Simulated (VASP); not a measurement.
LaYF6:

```xyz
8
Lattice="3.6971 0.0000 0.0000 0.0000 3.6971 0.0000 0.0000 0.0000 8.2314" Properties=species:S:1:pos:R:3 pbc="T T T"
La    1.8486    1.8486    4.1157
F     1.8486    1.8486    0.0000
F     0.0000    0.0000    4.1157
F     0.0000    1.8486    2.0669
F     1.8486    0.0000    6.1646
F     1.8486    0.0000    2.0669
F     0.0000    1.8486    6.1646
Y     0.0000    0.0000    0.0000
```

- Program: VASP 6.6.1
- Task: relaxation of cell and atoms
- Functional: PBEsol
- Potentials or basis: VASP PAW PBE potentials, release 64 (La, F, Y_sv)
- Cutoff: 600 eV
- k mesh: 6 × 6 × 4
- Occupations: fermi-dirac, width 0.03 eV
- Spin: no spin polarisation

At the start: pressure -19.3 GPa; volume 14.06 Å³/atom.

Question: Where does the relaxation end?

Answer: Over 16 steps the energy falls by 404.4 meV/atom and the volume is 11.16 Å³/atom (-20.7 %); space group P4/mmm (No. 123, to 0.1 Å) before and after.

Step by step:
```
step  energy change (eV)  largest force (eV/Å)  pressure (GPa)  volume (Å³)
   1              0.0000                0.3210          -19.31       112.51
   2             -2.8763                0.8408            5.14        86.62
   3             -2.8767                0.8305            4.51        86.95
   4             -3.1626                0.3187            0.66        88.79
   5             -3.2230                0.1229           -2.05        90.41
   6             -3.2244                0.0644           -1.68        90.19
   7             -3.2244                0.0482           -1.56        90.13
   8             -3.2322                0.0504            0.82        88.70
   9             -3.2327                0.0501            0.33        88.97
  10             -3.2343                0.0167            0.20        89.08
  11             -3.2348                0.0107            0.08        89.17
  12             -3.2348                0.0192            0.10        89.19
  13             -3.2347                0.0358           -0.05        89.24
  14             -3.2348                0.0229            0.05        89.20
  15             -3.2348                0.0219            0.04        89.20
  16             -3.2349                0.0083           -0.07        89.26
```

Final structure:
```cif
data_structure
_symmetry_space_group_name_H-M 'P 1'
_symmetry_Int_Tables_number 1
_cell_length_a 3.7101
_cell_length_b 3.7101
_cell_length_c 6.4847
_cell_angle_alpha 90.000
_cell_angle_beta 90.000
_cell_angle_gamma 90.000
_cell_volume 89.26
loop_
_atom_site_label
_atom_site_type_symbol
_atom_site_fract_x
_atom_site_fract_y
_atom_site_fract_z
_atom_site_occupancy
La1 La 0.50000 0.50000 0.50000 1
F1 F 0.50000 0.50000 0.00000 1
F2 F 0.00000 0.00000 0.50000 1
F3 F 0.00000 0.50000 0.23889 1
F4 F 0.50000 0.00000 0.76111 1
F5 F 0.50000 0.00000 0.23889 1
F6 F 0.00000 0.50000 0.76111 1
Y1 Y 0.00000 0.00000 0.00000 1
```

Caveat: the volume moved by over 15 % at a fixed basis, so the end points are rough; the PAW data sets were made with another functional, which shifts forces and pressure a little.
